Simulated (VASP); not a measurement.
# InSb (F-43m) in VASP: a series of runs

InSb is run at these levels: r2SCAN; tasks: single point, relaxation of cell and atoms.

Everything below comes from runs of VASP 6.6.1. Logs are shortened: lines on timing, memory, paths and dates and some standing lists are left out, and cuts for length are marked.

**Experimental background.**

From “Electronic Structure and Epitaxy of CdTe Shells on InSb Nanowires”, 2021, arxiv:2111.05126, for a bulk crystal of InSb: band gap 0.24 eV.

The runs below are set against these values where they give the same quantity.

### Step 1. The cell of the first run

The structure is cubic, space group F-43m (No. 216). The conventional cell has a = 6.555 Å, b = 6.555 Å, c = 6.555 Å, α = 90.00°, β = 90.00°, γ = 90.00°. In (site symmetry -43m) has 4 Sb at 2.84 Å within 3.7 Å. Within 3.7 Å of Sb (site symmetry -43m) lie 4 In at 2.84 Å.

### Step 2. Single point, r2SCAN

The input, POSCAR:

```
InSb
1.0
    0.0000000000      3.2775773620      3.2775773620
    3.2775773620      0.0000000000      3.2775773620
    3.2775773620      3.2775773620      0.0000000000
In Sb
1 1
Direct
    0.0000000000      0.0000000000      0.0000000000
    0.7500000000      0.7500000000      0.7500000000
```

The input, INCAR.step1:

```
SYSTEM = InSb
PREC = Accurate ; ENCUT = 520
ISMEAR = 0 ; SIGMA = 0.01
LREAL = .FALSE. ; LASPH = .TRUE.
NELM = 80 ; NBANDS = 16
GGA = PE ; ALGO = Normal
EDIFF = 1E-4 ; LWAVE = .TRUE.
LCHARG = .FALSE.
```

The input, INCAR.step2:

```
SYSTEM = InSb
PREC = Accurate ; ENCUT = 520
EDIFF = 1E-6 ; ISMEAR = 0
SIGMA = 0.01 ; LREAL = .FALSE.
LASPH = .TRUE. ; NELM = 80
ALGO = Normal ; ISIF = 2
LWAVE = .FALSE. ; LCHARG = .TRUE.
METAGGA = R2SCAN ; LMIXTAU = .TRUE.
LELF = .TRUE. ; LVHAR = .TRUE.
NBANDS = 16 ; ISTART = 1
```

The input, KPOINTS:

```
regular mesh
0
G
  10 10 10
  0 0 0
```

Potentials or basis: VASP PAW PBE potentials, release 64 (In_d, Sb).

Run with:

```sh
$ cat potpaw_PBE.64/In_d/POTCAR potpaw_PBE.64/Sb/POTCAR > POTCAR
$ cp INCAR.step1 INCAR
$ mpirun -np 1 vasp_std > vasp.out
$ cp INCAR.step2 INCAR
$ mpirun -np 1 vasp_std > vasp.out
```

OUTCAR:

```text
SYSTEM = InSb
   PREC = Accurate
   ENCUT = 520
   EDIFF = 1E-6
   ISMEAR = 0
   LREAL = .FALSE.
   LASPH = .TRUE.
   NELM = 80
   ISIF = 2
   METAGGA = R2SCAN
   ISTART = 1

 ion  position               nearest neighbor table
   1  0.000  0.000  0.000-   2 2.84   2 2.84   2 2.84   2 2.84
   2  0.750  0.750  0.750-   1 2.84   1 2.84   1 2.84   1 2.84

  LATTYP: Found a face centered cubic cell.
 ALAT       =     6.5551547240

  Lattice vectors:

 A1 = (   0.0000000000,   3.2775773620,   3.2775773620)
 A2 = (   3.2775773620,   0.0000000000,   3.2775773620)
 A3 = (   3.2775773620,   3.2775773620,   0.0000000000)

Analysis of symmetry for initial positions (statically):
=====================================================================
 Subroutine PRICEL returns:
 Original cell was already a primitive cell.

 Routine SETGRP: Setting up the symmetry group for a
 face centered cubic supercell.

 Subroutine GETGRP returns: Found 24 space group operations
 (whereof 24 operations were pure point group operations)
 out of a pool of 48 trial point group operations.

The static configuration has the point symmetry T_d .

Analysis of symmetry for dynamics (positions and initial velocities):
=====================================================================
 Subroutine PRICEL returns:
 Original cell was already a primitive cell.

 Routine SETGRP: Setting up the symmetry group for a
 face centered cubic supercell.

 Subroutine GETGRP returns: Found 24 space group operations
 (whereof 24 operations were pure point group operations)
 out of a pool of 48 trial point group operations.

The dynamic configuration has the point symmetry T_d .

 Subroutine INISYM returns: Found 24 space group operations
 (whereof 24 operations are pure point group operations),
 and found     1 'primitive' translations

----------------------------------------------------------------------------------------

                                     Primitive cell

  volume of cell :      70.4188

  direct lattice vectors                    reciprocal lattice vectors
     0.000000000  3.277577362  3.277577362    -0.152551700  0.152551700  0.152551700
     3.277577362  0.000000000  3.277577362     0.152551700 -0.152551700  0.152551700
     3.277577362  3.277577362  0.000000000     0.152551700  0.152551700 -0.152551700

  length of vectors
     4.635194357  4.635194357  4.635194357     0.264227296  0.264227296  0.264227296

  position of ions in fractional coordinates (direct lattice)
     0.000000000  0.000000000  0.000000000
     0.750000000  0.750000000  0.750000000

  ion indices of the primitive-cell ions
   primitive index   ion index
                 1           1
                 2           2

----------------------------------------------------------------------------------------

 KPOINTS: regular mesh

Automatic generation of k-mesh.
 Grid dimensions read from file:
 generate k-points for:   10   10   10

 Generating k-lattice:

  Cartesian coordinates                     Fractional coordinates (reciprocal lattice)
    -0.015255170  0.015255170  0.015255170     0.100000000  0.000000000  0.000000000
     0.015255170 -0.015255170  0.015255170     0.000000000  0.100000000  0.000000000
     0.015255170  0.015255170 -0.015255170     0.000000000  0.000000000  0.100000000

  Length of vectors
     0.026422730  0.026422730  0.026422730

  Shift w.r.t. Gamma in fractional coordinates (k-lattice)
     0.000000000  0.000000000  0.000000000

 Subroutine IBZKPT returns following result:
 ===========================================

 Found     47 irreducible k-points:

 Following reciprocal coordinates:
            Coordinates               Weight
  0.000000  0.000000  0.000000      1.000000
  0.100000  0.000000  0.000000      8.000000
  0.200000  0.000000  0.000000      8.000000
  0.300000  0.000000  0.000000      8.000000
  0.400000  0.000000  0.000000      8.000000
  0.500000  0.000000  0.000000      4.000000
[... 16 lines left out ...]
  0.300000  0.300000  0.000000      6.000000
  0.400000  0.300000  0.000000     24.000000
 [... further k-points ...]
   k-points           NKPTS =     47   k-points in BZ     NKDIM =     47   number of bands    NBANDS=     16
   number of dos      NEDOS =    301   number of ions     NIONS =      2
   total plane-waves  NPLWV =  46656
   dimension x,y,z NGX =    36 NGY =   36 NGZ =   36
   dimension x,y,z NGXF=    72 NGYF=   72 NGZF=   72
   ions per type =               1   1
   NGX,Y,Z   is equivalent  to a cutoff of  12.91, 12.91, 12.91 a.u.
   NGXF,Y,Z  is equivalent  to a cutoff of  25.82, 25.82, 25.82 a.u.
 SYSTEM =  InSb
   PREC   = accura    normal or accurate (medium, high low for compatibility)
   ISTART =      1    job   : 0-new  1-cont  2-samecut
   ICHARG =      0    charge: 1-file 2-atom 10-const
   ISPIN  =      1    spin polarized calculation?
   LNONCOLLINEAR =      F non collinear calculations
   LSORBIT =      F    spin-orbit coupling
   LASPH  =      T    aspherical Exc in radial PAW
   ENCUT  =  520.0 eV  38.22 Ry    6.18 a.u.   8.62  8.62  8.62*2*pi/ulx,y,z
   NELM   =     80;   NELMIN=  2; NELMDL=  0     # of ELM steps
   EDIFF  = 0.1E-05   stopping-criterion for ELM
   LREAL  =      F    real-space projection
   EDIFFG = 0.1E-04   stopping-criterion for IOM
   NSW    =      0    number of steps for IOM
   IBRION =     -1    ionic relax: 0-MD 1-quasi-New 2-CG
   NFREE  =      0    steps in history (QN), initial steepest desc. (CG)
   ISIF   =      2    stress and relaxation
   ISYM   =      2    0-nonsym 1-usesym 2-fastsym
   POTIM  = 0.5000    time-step for ionic-motion
   TEBEG  =    0.0;   TEEND  =   0.0 temperature during run
   PSTRESS=    0.0 pullay stress
   NELECT =      18.0000    total number of electrons
   NUPDOWN=      -1.0000    fix difference up-down
   EMIN   =  10.00;   EMAX   =-10.00  energy-range for DOS
   EFERMI =   0.00;   METHOD = LEGACY
   ISMEAR =     0;   SIGMA  =   0.01  broadening in eV -4-tet -1-fermi 0-gaus
   EFERMI_NEDOS =   21; number of points for ismear=-14 and -15
   IALGO  =     38    algorithm
   IMIX   =      4    mixing-type and parameters
     AMIX     =   0.40;   BMIX     =  1.00
     AMIX_MAG =   1.60;   BMIX_MAG =  1.00
  volume/ion in A,a.u.               =      35.21       237.60
  Fermi-wavevector in a.u.,A,eV,Ry     =   1.038969  1.963367 14.686907  1.079457
  Thomas-Fermi vector in A             =   2.173478
   LORBIT       =      0    0 simple, 1 ext, 2 COOP (PROOUT), +10 PAW based schemes
   METAGGA = R2SCAN    functional components
   LHFCALC =     F    Hartree Fock is set to
   AEXX    =    0.0000 exact exchange contribution
   IVDW    =     0    specifies the selected vdW correction
   LEPSILON=     F    determine dielectric tensor
   LRPA    =     F    only Hartree local field effects (RPA)
 non-spin polarized calculation
 Gauss-broadening in eV      SIGMA  =   0.01
  energy-cutoff  :      520.00
  volume of cell :       70.42
 maximum number of plane-waves:      1917
   NGX = 17   NGY = 17   NGZ = 17

 number of electron      17.9999999 magnetization

 Free energy of the ion-electron system (eV)
  ---------------------------------------------------
  ext. energy  EPLUGINS =         0.00000000
  ---------------------------------------------------
  free energy    TOTEN  =       -48.76769564 eV

  energy without entropy =      -48.76769147  energy(sigma->0) =      -48.76769355

 E-fermi :   4.5679     XC(G=0):  -9.0859

 val. band max:        4.5537799484   @ k =   0.0000   0.0000   0.0000
 cond. band min:       4.5784280445   @ k =   0.0000   0.0000   0.0000
 fundamental gap:      0.0246480962
 Fermi energy:         4.5679119809

 k-point     1 :       0.0000    0.0000    0.0000
  band No.  band energies     occupation
      1     -10.4700      2.00000
      2     -10.4700      2.00000
      3     -10.4700      2.00000
      4     -10.3784      2.00000
      5     -10.3784      2.00000
      6      -6.3413      2.00000
[... 8 lines left out ...]
     15      13.1876      0.00000
     16      13.1876      0.00000

 k-point     2 :       0.1000    0.0000    0.0000
  band No.  band energies     occupation
      1     -10.4743      2.00000
      2     -10.4679      2.00000
      3     -10.4679      2.00000
      4     -10.3785      2.00000
      5     -10.3785      2.00000
      6      -6.2496      2.00000
[... 8 lines left out ...]
     15      12.5921      0.00000
     16      12.5921      0.00000

 k-point     3 :       0.2000    0.0000    0.0000
  band No.  band energies     occupation
      1     -10.4855      2.00000
      2     -10.4628      2.00000
      3     -10.4628      2.00000
      4     -10.3786      2.00000
      5     -10.3786      2.00000
      6      -5.9858      2.00000
[... 8 lines left out ...]
     15      12.1999      0.00000
     16      12.1999      0.00000

 k-point     4 :       0.3000    0.0000    0.0000
  band No.  band energies     occupation
      1     -10.4992      2.00000
      2     -10.4570      2.00000
      3     -10.4570      2.00000
      4     -10.3782      2.00000
      5     -10.3782      2.00000
      6      -5.5919      2.00000
[... 8 lines left out ...]
     15      12.4566      0.00000
     16      12.4566      0.00000

 k-point     5 :       0.4000    0.0000    0.0000
  band No.  band energies     occupation
      1     -10.5101      2.00000
      2     -10.4527      2.00000
      3     -10.4527      2.00000
      4     -10.3774      2.00000
      5     -10.3774      2.00000
      6      -5.1790      2.00000
[... 8 lines left out ...]
     15      13.3342      0.00000
     16      13.3342      0.00000

 k-point     6 :       0.5000    0.0000    0.0000
  band No.  band energies     occupation
      1     -10.5142      2.00000
      2     -10.4512      2.00000
      3     -10.4512      2.00000
      4     -10.3769      2.00000
      5     -10.3769      2.00000
      6      -4.9817      2.00000
[... 8 lines left out ...]
     15      14.2028      0.00000
     16      14.2028      0.00000

 k-point     7 :       0.1000    0.1000    0.0000
  band No.  band energies     occupation
      1     -10.4780      2.00000
      2     -10.4660      2.00000
      3     -10.4660      2.00000
      4     -10.3797      2.00000
      5     -10.3775      2.00000
      6      -6.2189      2.00000
[... 8 lines left out ...]
     15      11.8591      0.00000
     16      13.2936      0.00000

 k-point     8 :       0.2000    0.1000    0.0000
  band No.  band energies     occupation
      1     -10.4877      2.00000
      2     -10.4618      2.00000
      3     -10.4609      2.00000
      4     -10.3810      2.00000
      5     -10.3768      2.00000
      6      -6.0116      2.00000
[... 8 lines left out ...]
     15      12.2609      0.00000
     16      12.9929      0.00000

 k-point     9 :       0.3000    0.1000    0.0000
  band No.  band energies     occupation
      1     -10.4998      2.00000
      2     -10.4568      2.00000
      3     -10.4549      2.00000
      4     -10.3814      2.00000
      5     -10.3763      2.00000
      6      -5.6571      2.00000
[... 8 lines left out ...]
     15      12.5958      0.00000
     16      13.0569      0.00000
[... 172 lines left out ...]
 k-point    19 :       0.5000    0.2000    0.0000
  band No.  band energies     occupation
      1     -10.5230      2.00000
      2     -10.4451      2.00000
      3     -10.4425      2.00000
      4     -10.3837      2.00000
      5     -10.3750      2.00000
      6      -4.8213      2.00000
[... 8 lines left out ...]
     15      14.2380      0.00000
     16      14.3260      0.00000

 k-point    20 :      -0.4000    0.2000    0.0000
  band No.  band energies     occupation
      1     -10.5218      2.00000
      2     -10.4456      2.00000
      3     -10.4439      2.00000
      4     -10.3809      2.00000
      5     -10.3773      2.00000
      6      -4.7672      2.00000
[... 8 lines left out ...]
     15      13.0092      0.00000
     16      13.9435      0.00000

 k-point    21 :      -0.3000    0.2000    0.0000
  band No.  band energies     occupation
      1     -10.5153      2.00000
      2     -10.4484      2.00000
      3     -10.4476      2.00000
      4     -10.3798      2.00000
      5     -10.3785      2.00000
      6      -5.0527      2.00000
[... 8 lines left out ...]
     15      13.0369      0.00000
     16      14.4003      0.00000

 k-point    22 :      -0.2000    0.2000    0.0000
  band No.  band energies     occupation
      1     -10.5052      2.00000
      2     -10.4547      2.00000
      3     -10.4514      2.00000
      4     -10.3808      2.00000
      5     -10.3773      2.00000
      6      -5.4528      2.00000
[... 8 lines left out ...]
     15      13.3313      0.00000
     16      13.8152      0.00000

 k-point    23 :       0.3000    0.3000    0.0000
  band No.  band energies     occupation
      1     -10.5215      2.00000
      2     -10.4425      2.00000
      3     -10.4425      2.00000
      4     -10.3893      2.00000
      5     -10.3725      2.00000
      6      -5.3184      2.00000
[... 8 lines left out ...]
     15      14.1231      0.00000
     16      14.6414      0.00000

 k-point    24 :       0.4000    0.3000    0.0000
  band No.  band energies     occupation
      1     -10.5302      2.00000
      2     -10.4380      2.00000
      3     -10.4372      2.00000
      4     -10.3909      2.00000
      5     -10.3717      2.00000
      6      -4.9738      2.00000
[... 8 lines left out ...]
     15      14.5901      0.00000
     16      15.0398      0.00000

 [... further k-points ...]
[... 5 lines left out ...]
  --------------------------------------------------------------------------------------
  -------------------------------------------------------------------------------------
  Total       -0.0048825     -0.0048825     -0.0048825      0.0000000      0.0000000     -0.0000000
  in kB       -0.1110873     -0.1110873     -0.1110873      0.0000000      0.0000000     -0.0000000
  external PRESSURE =      -0.1110873 kB  Pullay stress =       0.0000000 kB

 VOLUME and BASIS-vectors are now :
 -----------------------------------------------------------------------------
  energy-cutoff  :      520.00
  volume of cell :       70.42
      direct lattice vectors                 reciprocal lattice vectors
     0.000000000  3.277577362  3.277577362    -0.152551700  0.152551700  0.152551700
     3.277577362  0.000000000  3.277577362     0.152551700 -0.152551700  0.152551700
     3.277577362  3.277577362  0.000000000     0.152551700  0.152551700 -0.152551700

 POSITION                                       TOTAL-FORCE (eV/Angst)
 -----------------------------------------------------------------------------------
      0.00000      0.00000      0.00000        -0.000000     -0.000000     -0.000000
      4.91637      4.91637      4.91637         0.000000      0.000000      0.000000
 -----------------------------------------------------------------------------------
    total drift:                                0.000001      0.000001      0.000001

  FREE ENERGIE OF THE ION-ELECTRON SYSTEM (eV)
  ---------------------------------------------------
  free  energy   TOTEN  =       -48.7676956351 eV

  energy  without entropy=      -48.7676914709  energy(sigma->0) =      -48.76769355
```

Wall time 70 s (1 thread of Intel Xeon 6975P-C (Granite Rapids), shared host); peak memory 0.24 GiB.

Results:

```yaml
Free_energy: -48.7677 eV
Pressure: 0.0 GPa
Band_gap_on_the_k_mesh: 0.02 eV, direct
```

Caveat: the PAW data sets were made with another functional, which shifts forces and pressure a little; spin-orbit coupling is left out, which moves the levels of the heavy elements.

(Continued in part 2 of 2.)
